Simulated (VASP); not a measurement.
# Ni (P6_3/mmc) in VASP: notebook

Ni is run at these levels: BLYP; tasks: single point.

Program: VASP 6.6.1. These are calculated values, not measurements. Logs are shortened: lines on timing, memory, paths and dates and some standing lists are left out, and cuts for length are marked.

## Step 1: The cell of the first run

The structure is hexagonal, space group P6_3/mmc (No. 194). Conventional cell: a = 2.528 Å, b = 2.528 Å, c = 8.284 Å, α = 90.00°, β = 90.00°, γ = 120.00°. Within 3.3 Å of Ni (site symmetry -3m) lie 12 Ni at 2.53 Å. Ni (site symmetry -6m2) has 12 Ni at 2.53 Å within 3.3 Å.

This isn't the form of Ni at room conditions, which is fcc.

## Step 2: Single point, BLYP, collinear spin, ferromagnetic start (11.46 Å³/atom)

Input file INCAR:

```
  PREC = Accurate
  ENCUT = 520
  EDIFF = 1E-6
  ISMEAR = -1
  SIGMA = 0.05
  LREAL = False
  LASPH = True
  NELM = 150
  ALGO = Normal
  ISIF = 2
  LWAVE = False
  LCHARG = True
  ISPIN = 2
  MAGMOM = 0.667 0.667 0.676 0.676
  LORBIT = 11
  LMAXMIX = 4
  GGA = B5
  ALDAX = 1.0
  AGGAX = 1.0
  AGGAC = 1.0
  ALDAC = 0.0
  LELF = True
  LVHAR = True
  NBANDS = 32
```

Input file KPOINTS:

```
Automatic mesh
0
Gamma
  16 16 5
```

Input file POSCAR:

```
Ni
1.0
    2.5280918155      0.0000000000      0.0000000000
   -1.2640459078      2.1893917353      0.0000000000
    0.0000000000      0.0000000000      8.2839617877
Ni
4
Direct
    0.0000000000      0.0000000000      1.0000000000
    0.0000000000      0.0000000000      0.5000000000
    0.3333333333      0.6666666667      0.2500000000
    0.6666666667      0.3333333333      0.7500000000
```

Potentials or basis: VASP PAW PBE potentials, release 64 (Ni).

The run is started by

```console
$ cat potpaw_PBE.64/Ni/POTCAR > POTCAR
$ mpirun -np 1 vasp_std > vasp.out
```

OUTCAR:

```text
PREC = Accurate
   ENCUT = 520
   EDIFF = 1E-6
   ISMEAR = -1
   LREAL = False
   LASPH = True
   NELM = 150
   ISIF = 2
   ISPIN = 2
   LORBIT = 11
   GGA = B5

 ion  position               nearest neighbor table
   1  0.000  0.000  0.000-   3 2.53   4 2.53   4 2.53   3 2.53   4 2.53   3 2.53
   2  0.000  0.000  0.500-   3 2.53   4 2.53   4 2.53   3 2.53   4 2.53   3 2.53
   3  0.333  0.667  0.250-   1 2.53   2 2.53   1 2.53   2 2.53   1 2.53   2 2.53
   4  0.667  0.333  0.750-   1 2.53   2 2.53   1 2.53   2 2.53   1 2.53   2 2.53

  LATTYP: Found a hexagonal cell.
 ALAT       =     2.5280918155
 C/A-ratio  =     3.2767646084

  Lattice vectors:

 A1 = (   2.5280918155,   0.0000000000,   0.0000000000)
 A2 = (  -1.2640459078,   2.1893917353,   0.0000000000)
 A3 = (   0.0000000000,   0.0000000000,   8.2839617877)

Analysis of symmetry for initial positions (statically):
=====================================================================
 Subroutine PRICEL returns:
 Original cell was already a primitive cell.

 Routine SETGRP: Setting up the symmetry group for a
 hexagonal supercell.

 Subroutine GETGRP returns: Found 24 space group operations
 (whereof 12 operations were pure point group operations)
 out of a pool of 24 trial point group operations.

The static configuration has the point symmetry D_3d.
 The point group associated with its full space group is D_6h.

Analysis of symmetry for dynamics (positions and initial velocities):
=====================================================================
 Subroutine PRICEL returns:
 Original cell was already a primitive cell.

 Routine SETGRP: Setting up the symmetry group for a
 hexagonal supercell.

 Subroutine GETGRP returns: Found 24 space group operations
 (whereof 12 operations were pure point group operations)
 out of a pool of 24 trial point group operations.

The dynamic configuration has the point symmetry D_3d.
 The point group associated with its full space group is D_6h.

Analysis of structural, dynamic, and magnetic symmetry:
=====================================================================
 Subroutine PRICEL returns:
 Original cell was already a primitive cell.

 Routine SETGRP: Setting up the symmetry group for a
 hexagonal supercell.

 Subroutine GETGRP returns: Found 24 space group operations
 (whereof 12 operations were pure point group operations)
 out of a pool of 24 trial point group operations.

The overall configuration has the point symmetry D_3d.
 The point group associated with its full space group is D_6h.

 Subroutine INISYM returns: Found 24 space group operations
 (whereof 12 operations are pure point group operations),
 and found     1 'primitive' translations

----------------------------------------------------------------------------------------

                                     Primitive cell

  volume of cell :      45.8516

  direct lattice vectors                    reciprocal lattice vectors
     2.528091815  0.000000000  0.000000000     0.395555254  0.228373932  0.000000000
    -1.264045908  2.189391735  0.000000000     0.000000000  0.456747865  0.000000000
     0.000000000  0.000000000  8.283961788     0.000000000  0.000000000  0.120715187

  length of vectors
     2.528091815  2.528091816  8.283961788     0.456747865  0.456747865  0.120715187

  position of ions in fractional coordinates (direct lattice)
     0.000000000  0.000000000  0.000000000
     0.000000000  0.000000000  0.500000000
     0.333333333  0.666666667  0.250000000
     0.666666667  0.333333333  0.750000000

  ion indices of the primitive-cell ions
   primitive index   ion index
                 1           1
                 2           2
                 3           3
                 4           4

----------------------------------------------------------------------------------------

 KPOINTS: Automatic mesh

Automatic generation of k-mesh.
 Grid dimensions read from file:
 generate k-points for:   16   16    5

 Generating k-lattice:

  Cartesian coordinates                     Fractional coordinates (reciprocal lattice)
     0.024722203  0.014273371  0.000000000     0.062500000  0.000000000  0.000000000
     0.000000000  0.028546742  0.000000000     0.000000000  0.062500000  0.000000000
     0.000000000  0.000000000  0.024143037     0.000000000  0.000000000  0.200000000

  Length of vectors
     0.028546742  0.028546742  0.024143037

  Shift w.r.t. Gamma in fractional coordinates (k-lattice)
     0.000000000  0.000000000  0.000000000

 Subroutine IBZKPT returns following result:
 ===========================================

 Found     90 irreducible k-points:

 Following reciprocal coordinates:
            Coordinates               Weight
  0.000000  0.000000  0.000000      1.000000
  0.062500  0.000000  0.000000      6.000000
  0.125000  0.000000  0.000000      6.000000
  0.187500  0.000000  0.000000      6.000000
  0.250000  0.000000  0.000000      6.000000
  0.312500 -0.000000  0.000000      6.000000
[... 16 lines left out ...]
  0.187500  0.187500  0.000000      6.000000
  0.250000  0.187500  0.000000     12.000000
 [... further k-points ...]
   k-points           NKPTS =     90   k-points in BZ     NKDIM =     90   number of bands    NBANDS=     32
   number of dos      NEDOS =    301   number of ions     NIONS =      4
   total plane-waves  NPLWV =  25600
   dimension x,y,z NGX =    20 NGY =   20 NGZ =   64
   dimension x,y,z NGXF=    40 NGYF=   40 NGZF=  128
   ions per type =               4
   NGX,Y,Z   is equivalent  to a cutoff of  13.15, 13.15, 12.84 a.u.
   NGXF,Y,Z  is equivalent  to a cutoff of  26.30, 26.30, 25.69 a.u.
 SYSTEM =  unknown system
   PREC   = accura    normal or accurate (medium, high low for compatibility)
   ISTART =      0    job   : 0-new  1-cont  2-samecut
   ICHARG =      2    charge: 1-file 2-atom 10-const
   ISPIN  =      2    spin polarized calculation?
   LNONCOLLINEAR =      F non collinear calculations
   LSORBIT =      F    spin-orbit coupling
   LASPH  =      T    aspherical Exc in radial PAW
   ENCUT  =  520.0 eV  38.22 Ry    6.18 a.u.   4.70  4.70 15.40*2*pi/ulx,y,z
   NELM   =    150;   NELMIN=  2; NELMDL= -5     # of ELM steps
   EDIFF  = 0.1E-05   stopping-criterion for ELM
   LREAL  =      F    real-space projection
   EDIFFG = 0.1E-04   stopping-criterion for IOM
   NSW    =      0    number of steps for IOM
   IBRION =     -1    ionic relax: 0-MD 1-quasi-New 2-CG
   NFREE  =      0    steps in history (QN), initial steepest desc. (CG)
   ISIF   =      2    stress and relaxation
   ISYM   =      2    0-nonsym 1-usesym 2-fastsym
   POTIM  = 0.5000    time-step for ionic-motion
   TEBEG  =    0.0;   TEEND  =   0.0 temperature during run
   PSTRESS=    0.0 pullay stress
   NELECT =      40.0000    total number of electrons
   NUPDOWN=      -1.0000    fix difference up-down
   EMIN   =  10.00;   EMAX   =-10.00  energy-range for DOS
   EFERMI =   0.00;   METHOD = LEGACY
   ISMEAR =    -1;   SIGMA  =   0.05  broadening in eV -4-tet -1-fermi 0-gaus
   EFERMI_NEDOS =   21; number of points for ismear=-14 and -15
   IALGO  =     38    algorithm
   IMIX   =      4    mixing-type and parameters
     AMIX     =   0.40;   BMIX     =  1.00
     AMIX_MAG =   1.60;   BMIX_MAG =  1.00
  volume/ion in A,a.u.               =      11.46        77.36
  Fermi-wavevector in a.u.,A,eV,Ry     =   1.564264  2.956030 33.292389  2.446922
  Thomas-Fermi vector in A             =   2.666913
   LORBIT       =     11    0 simple, 1 ext, 2 COOP (PROOUT), +10 PAW based schemes
   GGA     = B5    functional components
   LHFCALC =     F    Hartree Fock is set to
   AEXX    =    0.0000 exact exchange contribution
   IVDW    =     0    specifies the selected vdW correction
   LEPSILON=     F    determine dielectric tensor
   LRPA    =     F    only Hartree local field effects (RPA)
 spin polarized calculation
  energy-cutoff  :      520.00
  volume of cell :       45.85
 maximum number of plane-waves:      1255
 NGX is ok and might be reduce to    20
   NGX =  9   NGY =  9   NGZ = 31

 number of electron      40.0000015 magnetization       2.3853558

 Free energy of the ion-electron system (eV)
  ---------------------------------------------------
  ext. energy  EPLUGINS =         0.00000000
  ---------------------------------------------------
  free energy    TOTEN  =       -18.41394310 eV

  energy without entropy =      -18.34927476  energy(sigma->0) =      -18.38160893

 E-fermi :   9.1083     XC(G=0): -12.3620

 val. band max:        9.1079052198   @ k =   0.3750   0.2500   0.0000
 cond. band min:       9.1089778931   @ k =   0.3750   0.1875   0.4000
 fundamental gap:      0.0010726733
 Fermi energy:         9.1082795607

 spin component 1

 k-point     1 :       0.0000    0.0000    0.0000
  band No.  band energies     occupation
      1       0.6006      1.00000
      2       2.7413      1.00000
      3       2.7447      1.00000
      4       4.5980      1.00000
      5       6.5357      1.00000
      6       6.6073      1.00000
[... 829 lines left out ...]
     31      21.8963      0.00000
     32      25.5833      0.00000

 [... further k-points ...]

 spin component 2

 k-point     1 :       0.0000    0.0000    0.0000
  band No.  band energies     occupation
      1       0.5893      1.00000
      2       2.7584      1.00000
      3       2.7599      1.00000
      4       5.0054      1.00000
      5       7.1758      1.00000
      6       7.1766      1.00000
[... 829 lines left out ...]
     31      22.0287      0.00000
     32      25.6639      0.00000

 [... further k-points ...]

------------------------ aborting loop because EDIFF is reached ----------------------------------------

  FORCE on cell =-STRESS in cart. coord.  units (eV):
  Direction    XX          YY          ZZ          XY          YZ          ZX
  --------------------------------------------------------------------------------------
  -------------------------------------------------------------------------------------
  Total       -0.0512566     -0.0512566      0.1134738      0.0000000      0.0000000     -0.0000000
  in kB       -1.7910436     -1.7910436      3.9650788      0.0000000      0.0000000     -0.0000000
  external PRESSURE =       0.1276638 kB  Pullay stress =       0.0000000 kB

 VOLUME and BASIS-vectors are now :
 -----------------------------------------------------------------------------
  energy-cutoff  :      520.00
  volume of cell :       45.85
      direct lattice vectors                 reciprocal lattice vectors
     2.528091815  0.000000000  0.000000000     0.395555254  0.228373932  0.000000000
    -1.264045908  2.189391735  0.000000000     0.000000000  0.456747865  0.000000000
     0.000000000  0.000000000  8.283961788     0.000000000  0.000000000  0.120715187

 POSITION                                       TOTAL-FORCE (eV/Angst)
 -----------------------------------------------------------------------------------
      0.00000      0.00000      0.00000         0.000000      0.000000      0.000000
      0.00000      0.00000      4.14198         0.000000      0.000000      0.000000
     -0.00000      1.45959      2.07099         0.000000      0.000000     -0.000000
      1.26405      0.72980      6.21297        -0.000000      0.000000      0.000000
 -----------------------------------------------------------------------------------
    total drift:                                0.000000     -0.000000      0.000000

  FREE ENERGIE OF THE ION-ELECTRON SYSTEM (eV)
  ---------------------------------------------------
  free  energy   TOTEN  =       -18.4139430969 eV

  energy  without entropy=      -18.3492747585  energy(sigma->0) =      -18.38160893

 total charge

# of ion       s       p       d       tot
------------------------------------------
    1        0.479   0.438   8.352   9.269
    2        0.479   0.438   8.352   9.269
    3        0.479   0.440   8.350   9.269
    4        0.479   0.440   8.350   9.269
--------------------------------------------------
tot          1.914   1.756  33.405  37.075

 magnetization (x)

# of ion       s       p       d       tot
------------------------------------------
    1       -0.006  -0.022   0.630   0.602
    2       -0.006  -0.022   0.630   0.602
    3       -0.006  -0.022   0.644   0.616
    4       -0.006  -0.022   0.644   0.616
--------------------------------------------------
tot         -0.025  -0.088   2.549   2.436
```

It took 2.2 min on 1 thread of Intel Xeon 6975P-C (Granite Rapids), shared host; peak memory 0.29 GiB.

Results:

| Quantity | Value |
| --- | --- |
| Free energy | -18.4139 eV |
| Pressure | 0.0 GPa |
| Net moment | 2.39 μB per cell |
| Site moments | Ni +0.60, +0.62 (each value once) μB |
| Valence electrons inside the program's atomic spheres | Ni 9.27 |

Stress tensor (GPa, compression positive):
```
-0.18  0.00  0.00
 0.00 -0.18  0.00
 0.00  0.00  0.40
```

Levels at points of the mesh, in eV from the Fermi level:
Spin up:
| k point | band 17 | band 18 | band 19 | band 20 | band 21 | band 22 | band 23 | band 24 | band 25 | band 26 |
| --- | --- | --- | --- | --- | --- | --- | --- | --- | --- | --- |
| (0.00, 0.00, 0.00) | -1.38 | -1.13 | -1.13 | -0.92 | -0.92 | -0.62 | -0.62 | 0.00 | 5.30 | 13.95 |
| (0.50, 0.00, 0.00) | -0.53 | -0.49 | -0.49 | -0.47 | 0.47 | 1.51 | 2.27 | 2.81 | 6.18 | 6.19 |
Spin down:
```csv
k point,band 16,band 17,band 18,band 19,band 20,band 21
"(0.00, 0.00, 0.00)",-0.83,-0.83,-0.53,-0.53,-0.29,-0.29
"(0.50, 0.00, 0.00)",0.15,0.19,0.26,0.28,0.32,0.56
```

Caveat: the PAW data sets were made with another functional, which shifts forces and pressure a little.

[end of part 1 of 2]
